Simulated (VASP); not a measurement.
# KF (I4/mmm) in VASP: further runs

KF is run at these levels: LDA; tasks: single point.

Everything below comes from runs of VASP 6.6.1. Logs are shortened: lines on timing, memory, paths and dates and some standing lists are left out, and cuts for length are marked.

## Step 1: The cell of the first run

Symmetry: I4/mmm, No. 139, tetragonal system. The conventional cell has a = 3.592 Å, b = 3.592 Å, c = 5.614 Å, α = 90.00°, β = 90.00°, γ = 90.00°. Within 3.4 Å of K (site symmetry 4/mmm) lie 6 F at 2.54 to 2.81 Å. Within 3.4 Å of F (site symmetry 4/mmm) lie 6 K at 2.54 to 2.81 Å.

## Step 2: Single point, LDA (strain -0.050 along x and y, +0.050 along z)

INCAR

```
ALGO = Normal ; EDIFF = 1E-7
ENCUT = 520 ; GGA = CA
ISIF = 2 ; ISMEAR = 0
LASPH = T ; LCHARG = F
LREAL = F ; LWAVE = F
NBANDS = 15 ; NELM = 60
PREC = Accurate ; SIGMA = 0.05
```

KPOINTS

```
k-points
0
Gamma
  8 8 8
```

POSCAR

```
KF
1.0
    0.0000000000      2.5398250000      2.8071750000
    2.5398250000      0.0000000000      2.8071750000
    2.5398250000      2.5398250000      0.0000000000
K F
1 1
Direct
    0.0000000000      0.0000000000      0.0000000000
    0.5000000000      0.5000000000      0.5000000000
```

Potentials or basis: VASP PAW LDA potentials, release 64 (K_sv, F).

Started as:

```sh
$ cat potpaw_LDA.64/K_sv/POTCAR potpaw_LDA.64/F/POTCAR > POTCAR
$ mpirun -np 1 vasp_std > vasp.out
```

OUTCAR:

```text
EDIFF = 1E-7
   ENCUT = 520
   GGA = CA
   ISIF = 2
   ISMEAR = 0
   LASPH = T
   LREAL = F
   NELM = 60
   PREC = Accurate

 ion  position               nearest neighbor table
   1  0.000  0.000  0.000-   2 2.54   2 2.54   2 2.54   2 2.54   2 2.81   2 2.81
   2  0.500  0.500  0.500-   1 2.54   1 2.54   1 2.54   1 2.54   1 2.81   1 2.81

  LATTYP: Found a body centered tetragonal cell.
 ALAT       =     3.5918549611
 C/A-ratio  =     1.5630781479

  Lattice vectors:

 A1 = (  -2.5398250000,   0.0000000000,   2.8071750000)
 A2 = (   2.5398250000,   0.0000000000,   2.8071750000)
 A3 = (   0.0000000000,   2.5398250000,  -2.8071750000)

Analysis of symmetry for initial positions (statically):
=====================================================================
 Subroutine PRICEL returns:
 Original cell was already a primitive cell.

 Routine SETGRP: Setting up the symmetry group for a
 body centered tetragonal supercell.

 Subroutine GETGRP returns: Found 16 space group operations
 (whereof 16 operations were pure point group operations)
 out of a pool of 16 trial point group operations.

The static configuration has the point symmetry D_4h.

Analysis of symmetry for dynamics (positions and initial velocities):
=====================================================================
 Subroutine PRICEL returns:
 Original cell was already a primitive cell.

 Routine SETGRP: Setting up the symmetry group for a
 body centered tetragonal supercell.

 Subroutine GETGRP returns: Found 16 space group operations
 (whereof 16 operations were pure point group operations)
 out of a pool of 16 trial point group operations.

The dynamic configuration has the point symmetry D_4h.

 Subroutine INISYM returns: Found 16 space group operations
 (whereof 16 operations are pure point group operations),
 and found     1 'primitive' translations

----------------------------------------------------------------------------------------

                                     Primitive cell

  volume of cell :      36.2165

  direct lattice vectors                    reciprocal lattice vectors
     0.000000000  2.539825000  2.807175000    -0.196863957  0.196863957  0.178115009
     2.539825000  0.000000000  2.807175000     0.196863957 -0.196863957  0.178115009
     2.539825000  2.539825000  0.000000000     0.196863957  0.196863957 -0.178115009

  length of vectors
     3.785623134  3.785623134  3.591854961     0.330508384  0.330508384  0.330508384

  position of ions in fractional coordinates (direct lattice)
     0.000000000  0.000000000  0.000000000
     0.500000000  0.500000000  0.500000000

  ion indices of the primitive-cell ions
   primitive index   ion index
                 1           1
                 2           2

----------------------------------------------------------------------------------------

 KPOINTS: k-points

Automatic generation of k-mesh.
 Grid dimensions read from file:
 generate k-points for:    8    8    8

 Generating k-lattice:

  Cartesian coordinates                     Fractional coordinates (reciprocal lattice)
    -0.024607995  0.024607995  0.022264376     0.125000000  0.000000000  0.000000000
     0.024607995 -0.024607995  0.022264376     0.000000000  0.125000000  0.000000000
     0.024607995  0.024607995 -0.022264376     0.000000000  0.000000000  0.125000000

  Length of vectors
     0.041313548  0.041313548  0.041313548

  Shift w.r.t. Gamma in fractional coordinates (k-lattice)
     0.000000000  0.000000000  0.000000000

 Subroutine IBZKPT returns following result:
 ===========================================

 Found     59 irreducible k-points:

 Following reciprocal coordinates:
            Coordinates               Weight
  0.000000  0.000000  0.000000      1.000000
  0.125000  0.000000  0.000000      8.000000
  0.250000  0.000000  0.000000      8.000000
  0.375000 -0.000000  0.000000      8.000000
  0.500000  0.000000  0.000000      4.000000
  0.125000  0.125000  0.000000      2.000000
[... 16 lines left out ...]
  0.250000  0.000000  0.125000     16.000000
  0.375000  0.000000  0.125000     16.000000
 [... further k-points ...]
   k-points           NKPTS =     59   k-points in BZ     NKDIM =     59   number of bands    NBANDS=     15
   number of dos      NEDOS =    301   number of ions     NIONS =      2
   total plane-waves  NPLWV =  21952
   dimension x,y,z NGX =    28 NGY =   28 NGZ =   28
   dimension x,y,z NGXF=    56 NGYF=   56 NGZF=   56
   ions per type =               1   1
   NGX,Y,Z   is equivalent  to a cutoff of  12.30, 12.30, 12.96 a.u.
   NGXF,Y,Z  is equivalent  to a cutoff of  24.59, 24.59, 25.92 a.u.
 SYSTEM =  unknown system
   PREC   = accura    normal or accurate (medium, high low for compatibility)
   ISTART =      0    job   : 0-new  1-cont  2-samecut
   ICHARG =      2    charge: 1-file 2-atom 10-const
   ISPIN  =      1    spin polarized calculation?
   LNONCOLLINEAR =      F non collinear calculations
   LSORBIT =      F    spin-orbit coupling
   LASPH  =      T    aspherical Exc in radial PAW
   ENCUT  =  520.0 eV  38.22 Ry    6.18 a.u.   7.04  7.04  6.68*2*pi/ulx,y,z
   NELM   =     60;   NELMIN=  2; NELMDL= -5     # of ELM steps
   EDIFF  = 0.1E-06   stopping-criterion for ELM
   LREAL  =      F    real-space projection
   EDIFFG = 0.1E-05   stopping-criterion for IOM
   NSW    =      0    number of steps for IOM
   IBRION =     -1    ionic relax: 0-MD 1-quasi-New 2-CG
   NFREE  =      0    steps in history (QN), initial steepest desc. (CG)
   ISIF   =      2    stress and relaxation
   ISYM   =      2    0-nonsym 1-usesym 2-fastsym
   POTIM  = 0.5000    time-step for ionic-motion
   TEBEG  =    0.0;   TEEND  =   0.0 temperature during run
   PSTRESS=    0.0 pullay stress
   NELECT =      16.0000    total number of electrons
   NUPDOWN=      -1.0000    fix difference up-down
   EMIN   =  10.00;   EMAX   =-10.00  energy-range for DOS
   EFERMI =   0.00;   METHOD = LEGACY
   ISMEAR =     0;   SIGMA  =   0.05  broadening in eV -4-tet -1-fermi 0-gaus
   EFERMI_NEDOS =   21; number of points for ismear=-14 and -15
   IALGO  =     38    algorithm
   IMIX   =      4    mixing-type and parameters
     AMIX     =   0.40;   BMIX     =  1.00
     AMIX_MAG =   1.60;   BMIX_MAG =  1.00
  volume/ion in A,a.u.               =      18.11       122.20
  Fermi-wavevector in a.u.,A,eV,Ry     =   1.246845  2.356195 21.151923  1.554622
  Thomas-Fermi vector in A             =   2.381004
   LORBIT       =      0    0 simple, 1 ext, 2 COOP (PROOUT), +10 PAW based schemes
   GGA     = CA    functional components
   LHFCALC =     F    Hartree Fock is set to
   AEXX    =    0.0000 exact exchange contribution
   IVDW    =     0    specifies the selected vdW correction
   LEPSILON=     F    determine dielectric tensor
   LRPA    =     F    only Hartree local field effects (RPA)
 non-spin polarized calculation
 Gauss-broadening in eV      SIGMA  =   0.05
  energy-cutoff  :      520.00
  volume of cell :       36.22
 maximum number of plane-waves:      1006
   NGX = 15   NGY = 15   NGZ = 13

 number of electron      16.0000012 magnetization

 Free energy of the ion-electron system (eV)
  ---------------------------------------------------
  ext. energy  EPLUGINS =         0.00000000
  ---------------------------------------------------
  free energy    TOTEN  =        -9.02265180 eV

  energy without entropy =       -9.02265180  energy(sigma->0) =       -9.02265180

 E-fermi :  -2.7037     XC(G=0):  -9.3509

 val. band max:       -3.0225858123   @ k =   0.0000   0.0000   0.0000
 cond. band min:       2.9126017919   @ k =   0.0000   0.0000   0.0000
 fundamental gap:      5.9351876042
 Fermi energy:        -2.7036617971

 k-point     1 :       0.0000    0.0000    0.0000
  band No.  band energies     occupation
      1     -28.5576      2.00000
      2     -21.3381      2.00000
      3     -12.0051      2.00000
      4     -11.9834      2.00000
      5     -11.9834      2.00000
      6      -3.1856      2.00000
      7      -3.0226      2.00000
      8      -3.0226      2.00000
      9       2.9126      0.00000
     10       7.1823      0.00000
     11       7.8421      0.00000
     12       7.8421      0.00000
     13       8.9945      0.00000
     14       9.9052      0.00000
     15      13.6998      0.00000

 k-point     2 :       0.1250    0.0000    0.0000
  band No.  band energies     occupation
      1     -28.5373      2.00000
      2     -21.3608      2.00000
      3     -12.0439      2.00000
      4     -12.0016      2.00000
      5     -11.9790      2.00000
      6      -3.2778      2.00000
      7      -3.1543      2.00000
      8      -3.1001      2.00000
      9       3.3672      0.00000
     10       7.2197      0.00000
     11       7.7452      0.00000
     12       8.0608      0.00000
     13       9.1771      0.00000
     14      10.0706      0.00000
     15      14.5453      0.00000

 k-point     3 :       0.2500    0.0000    0.0000
  band No.  band energies     occupation
      1     -28.4879      2.00000
      2     -21.4154      2.00000
      3     -12.1522      2.00000
      4     -12.0288      2.00000
      5     -11.9681      2.00000
      6      -3.5905      2.00000
      7      -3.3265      2.00000
      8      -3.2827      2.00000
      9       4.4818      0.00000
     10       6.9501      0.00000
     11       8.1994      0.00000
     12       8.6306      0.00000
     13       9.7544      0.00000
     14      10.5362      0.00000
     15      15.7057      0.00000

 k-point     4 :       0.3750   -0.0000    0.0000
  band No.  band energies     occupation
      1     -28.4376      2.00000
      2     -21.4708      2.00000
      3     -12.2602      2.00000
      4     -12.0535      2.00000
      5     -11.9568      2.00000
      6      -3.8902      2.00000
      7      -3.4593      2.00000
      8      -3.4581      2.00000
      9       5.5639      0.00000
     10       7.0603      0.00000
     11       8.7196      0.00000
     12       9.2469      0.00000
     13      10.7602      0.00000
     14      11.2455      0.00000
     15      14.3622      0.00000
[... 307 lines left out ...]
 k-point    22 :       0.1250    0.0000    0.1250
  band No.  band energies     occupation
      1     -28.5274      2.00000
      2     -21.3729      2.00000
      3     -12.0428      2.00000
      4     -12.0357      2.00000
      5     -11.9647      2.00000
      6      -3.3730      2.00000
      7      -3.2143      2.00000
      8      -3.0427      2.00000
      9       3.4799      0.00000
     10       7.1151      0.00000
     11       7.7056      0.00000
     12       8.2588      0.00000
     13       9.2796      0.00000
     14      10.1338      0.00000
     15      14.9155      0.00000

 k-point    23 :       0.2500    0.0000    0.1250
  band No.  band energies     occupation
      1     -28.4863      2.00000
      2     -21.4121      2.00000
      3     -12.1242      2.00000
      4     -12.0781      2.00000
      5     -11.9825      2.00000
      6      -3.6248      2.00000
      7      -3.2887      2.00000
      8      -3.1459      2.00000
      9       4.3182      0.00000
     10       6.5956      0.00000
     11       8.3529      0.00000
     12       8.7397      0.00000
     13       9.7344      0.00000
     14      10.4108      0.00000
     15      16.0873      0.00000

 k-point    24 :       0.3750    0.0000    0.1250
  band No.  band energies     occupation
      1     -28.4375      2.00000
      2     -21.4561      2.00000
      3     -12.2415      2.00000
      4     -12.1013      2.00000
      5     -12.0223      2.00000
      6      -3.7919      2.00000
      7      -3.4200      2.00000
      8      -3.3283      2.00000
      9       5.4478      0.00000
     10       6.5126      0.00000
     11       8.9045      0.00000
     12       9.2309      0.00000
     13      10.6582      0.00000
     14      10.9633      0.00000
     15      14.7920      0.00000

 [... further k-points ...]
[... 5 lines left out ...]
  --------------------------------------------------------------------------------------
  -------------------------------------------------------------------------------------
  Total        0.2057144      0.2057144     -0.9825320      0.0000000      0.0000000      0.0000000
  in kB        9.1005622      9.1005622    -43.4660528      0.0000000      0.0000000      0.0000000
  external PRESSURE =      -8.4216428 kB  Pullay stress =       0.0000000 kB

 VOLUME and BASIS-vectors are now :
 -----------------------------------------------------------------------------
  energy-cutoff  :      520.00
  volume of cell :       36.22
      direct lattice vectors                 reciprocal lattice vectors
     0.000000000  2.539825000  2.807175000    -0.196863957  0.196863957  0.178115009
     2.539825000  0.000000000  2.807175000     0.196863957 -0.196863957  0.178115009
     2.539825000  2.539825000  0.000000000     0.196863957  0.196863957 -0.178115009

 POSITION                                       TOTAL-FORCE (eV/Angst)
 -----------------------------------------------------------------------------------
      0.00000      0.00000      0.00000         0.000000     -0.000000      0.000000
      2.53982      2.53982      2.80717        -0.000000      0.000000      0.000000
 -----------------------------------------------------------------------------------
    total drift:                                0.000000      0.000000      0.000000

  FREE ENERGIE OF THE ION-ELECTRON SYSTEM (eV)
  ---------------------------------------------------
  free  energy   TOTEN  =        -9.0226517969 eV

  energy  without entropy=       -9.0226517969  energy(sigma->0) =       -9.02265180
```

Run time: 32 s. Hardware: 1 thread of Intel Xeon Platinum 8488C (Sapphire Rapids), shared host; peak memory 0.15 GiB.

Results:

| Property | Result |
| --- | --- |
| Free energy | -9.0227 eV |
| Pressure | -0.8 GPa |
| Band gap on the k mesh | 5.94 eV, direct |

Caveat: the cell differs from its parent crystal (strain -0.050 along x and y, +0.050 along z).

## Step 3: Single point, LDA (strain +0.000 along x and y, -0.050 along z)

INCAR

```
  PREC = Accurate
  ENCUT = 520
  EDIFF = 1E-6
  ISMEAR = 0
  SIGMA = 0.05
  LREAL = F
  LASPH = T
  NELM = 80
  ALGO = Normal
  ISIF = 2
  LWAVE = F
  LCHARG = F
  GGA = CA
  NBANDS = 15
```

KPOINTS

```
regular mesh
0
Gamma
  8 8 8
```

POSCAR

```
KF
1.0
    0.0000000000      2.6735000000      2.5398250000
    2.6735000000      0.0000000000      2.5398250000
    2.6735000000      2.6735000000      0.0000000000
K F
1 1
Direct
    0.0000000000      0.0000000000      0.0000000000
    0.5000000000      0.5000000000      0.5000000000
```

Potentials or basis: VASP PAW LDA potentials, release 64 (K_sv, F).

Started as:

```sh
$ cat potpaw_LDA.64/K_sv/POTCAR potpaw_LDA.64/F/POTCAR > POTCAR
$ mpirun -np 1 vasp_std > vasp.out
```

Wall time 32 s (1 thread of Intel Xeon Platinum 8488C (Sapphire Rapids), shared host); peak memory 0.15 GiB.

Results (log left out):

```yaml
Free_energy: -9.0501 eV
Pressure: -1.6 GPa
Band_gap_on_the_k_mesh: 5.95 eV, direct
```

Stress tensor (GPa, compression positive):
```
-2.79  0.00  0.00
 0.00 -2.79  0.00
 0.00  0.00  0.71
```

Levels at points of the mesh, in eV from the valence-band top:
```csv
k point,band 5,band 6,band 7,band 8,band 9,band 10,band 11,band 12
"(0.00, 0.00, 0.00)",-9.00,-0.11,-0.11,0.00,5.95,10.48,10.48,10.80
"(0.50, 0.00, 0.00)",-9.00,-0.98,-0.50,-0.49,8.90,10.49,11.96,12.32
"(0.50, 0.50, 0.00)",-9.31,-0.16,-0.16,-0.14,7.72,10.37,12.02,13.77
"(0.50, 0.00, 0.50)",-9.21,-0.31,-0.16,-0.03,7.93,10.30,11.55,13.78
```

Caveat: the cell differs from its parent crystal (strain +0.000 along x and y, -0.050 along z). A k mesh can miss the band edges.

## Step 4: Single point, LDA (strain -0.025 along x and y, +0.050 along z)

INCAR

```
ALGO     = Normal         # electronic algorithm
EDIFF    = 1E-6           # SCF threshold, eV
ENCUT    = 520            # plane-wave cutoff, eV
ISIF     = 2              # what is computed and relaxed
ISMEAR   = 0              # smearing method
LASPH    = True           # aspherical terms in the spheres
LCHARG   = False          # write CHGCAR
LREAL    = False          # projectors in reciprocal space
LWAVE    = False          # write WAVECAR
NBANDS   = 15             # bands
NELM     = 60             # most SCF steps
PREC     = Accurate       # precision mode
SIGMA    = 0.05           # smearing width, eV
```

KPOINTS

```
k-points
0
Gamma
  8 8 8
```

POSCAR

```
KF
1.0
    0.0000000000      2.6066625000      2.8071750000
    2.6066625000      0.0000000000      2.8071750000
    2.6066625000      2.6066625000      0.0000000000
K F
1 1
Direct
    0.0000000000      0.0000000000      0.0000000000
    0.5000000000      0.5000000000      0.5000000000
```

Started as:

```sh
$ cat potpaw_LDA.64/K_sv/POTCAR potpaw_LDA.64/F/POTCAR > POTCAR
$ mpirun -np 1 vasp_std > vasp.out
```

It took 29 s on 1 thread of Intel Xeon Platinum 8488C (Sapphire Rapids), shared host; peak memory 0.15 GiB.

The run converged. Its results:

* Free energy: -9.0170 eV
* Pressure: -2.9 GPa
* Band gap on the k mesh: 5.73 eV, direct

Stress tensor (GPa, compression positive):
```
-2.01  0.00  0.00
 0.00 -2.01  0.00
 0.00  0.00 -4.81
```

Levels at points of the mesh, in eV from the valence-band top:
```tsv
k point	band 4	band 5	band 6	band 7	band 8	band 9	band 10	band 11	band 12	band 13
(0.00, 0.00, 0.00)	-9.12	-9.12	-0.10	0.00	0.00	5.73	10.20	10.66	10.66	11.91
(0.50, 0.00, 0.00)	-9.19	-9.11	-0.89	-0.42	-0.40	8.72	10.16	11.74	12.20	14.18
(0.50, 0.50, 0.00)	-9.30	-9.30	-0.36	-0.04	-0.04	8.05	10.09	10.90	13.60	14.22
(0.50, 0.00, 0.50)	-9.43	-9.34	-0.18	-0.17	-0.05	7.80	10.10	11.57	13.54	13.89
```

Caveat: the cell differs from its parent crystal (strain -0.025 along x and y, +0.050 along z). A k mesh can miss the band edges.

## Step 5: The runs side by side

```csv
cell,gap on the mesh (eV),pressure (GPa)
"a = 3.786, b = 3.786, c = 3.592 Å, angles 61.7, 61.7, 56.6°, 2 atoms",5.94,-0.8
"a = 3.688, b = 3.688, c = 3.781 Å, angles 59.2, 59.2, 61.7°, 2 atoms",5.95,-1.6
"a = 3.831, b = 3.831, c = 3.686 Å, angles 61.2, 61.2, 57.5°, 2 atoms",5.73,-2.9
```

Alike in all rows: task single point; level LDA; potentials or basis VASP PAW LDA potentials, release 64 (K_sv, F); no spin polarisation; k mesh 8 × 8 × 8; cutoff (eV) 520; smearing gaussian 0.05 eV.

Total energies depend on the potentials used, so only differences within one code and one set of settings carry meaning.
